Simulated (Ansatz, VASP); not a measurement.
One calculation of PbI2, two programs

File INCAR:

```
  ALGO = Normal
  EDIFF = 1E-6
  ENCUT = 500
  GGA = PE
  GGA_COMPAT = F
  ISIF = 2
  ISMEAR = -1
  LASPH = T
  LCHARG = F
  LREAL = F
  LWAVE = F
  NBANDS = 21
  NELM = 120
  PREC = Accurate
  SIGMA = 0.02
```

KPOINTS

```
k-points
0
Gamma
  6 6 4
```

Contents of POSCAR:

```
PbI2
1.0
    4.7010042029      0.0000000000      0.0000000000
   -2.3505021014      4.0711890630      0.0000000000
    0.0000000000      0.0000000000      7.2589373779
Pb I
1 2
Direct
    0.0000000000      0.0000000000      0.0000000000
    0.3333333333      0.6666666667      0.2512685681
    0.6666666667      0.3333333333      0.7487314319
```

Input for Ansatz:

```yaml
crystal:
  lattice:
    - [4.7010042029, 0.0, 0.0]
    - [-2.3505021014, 4.071189063, 0.0]
    - [0.0, 0.0, 7.2589373779]
  atoms:
    - { symbol: Pb, position: [0.0, 0.0, 0.0] }
    - { symbol: I, position: [0.3333333333, 0.6666666667, 0.2512685681] }
    - { symbol: I, position: [0.6666666667, 0.3333333333, 0.7487314319] }
kpoints:
  mp_grid: { grid: [6, 6, 4] }
  band_path:
    path:
      - [0.0, 0.0, 0.0]
      - [0.5, 0.0, 0.0]
      - [0.3333333333, 0.3333333333, 0.0]
      - [0.0, 0.0, 0.5]
      - [0.5, 0.0, 0.5]
      - [0.3333333333, 0.3333333333, 0.5]
    npoints: 1
hamiltonian:
  xc: pbe
scf:
  occupations: { method: fermi_dirac, width: 0.02 }
  n_extra_bands: 4
output:
  forces: true
  stress: true
  eigenvalues: true
```

Change from the starting cell: hydrostatic strain +3.0%.

Alike in both runs: task single point; functional PBE; k mesh 6 × 6 × 4; occupations fermi-dirac, width 0.02 eV; no spin polarisation.

|  | VASP | Ansatz |
| --- | --- | --- |
| version | VASP 6.6.1 | Ansatz 0.2.0 |
| potentials or method | VASP PAW PBE potentials, release 64 (Pb_d, I) | plane waves, PAW |
| plane-wave cutoff (eV) | 500 | 420 |
| valence electrons in the cell | 28 | 48 |

|  | VASP | Ansatz | Ansatz less VASP |
| --- | --- | --- | --- |
| gap on the k mesh at the Fermi level (eV) | 2.28 | 2.28 | +0.002 |
| pressure (GPa) | 0.2 | 0.2 | +0.02 |
| traceless stress, the component that is largest in VASP (GPa) | 0.21 | 0.21 | +0.001 |
| rms of the force components (eV/Å) | 0.017 | 0.017 | +0.0002 |

Atom by atom the forces differ by 0.000 eV/Å (rms over components). The functional is the same, so the differences come from potentials, cutoffs and numerics. VASP's potentials hold 28 valence electrons a cell and Ansatz's 48, so a difference there can come from the potentials and not from the codes.

Neither program's run includes spin-orbit coupling.
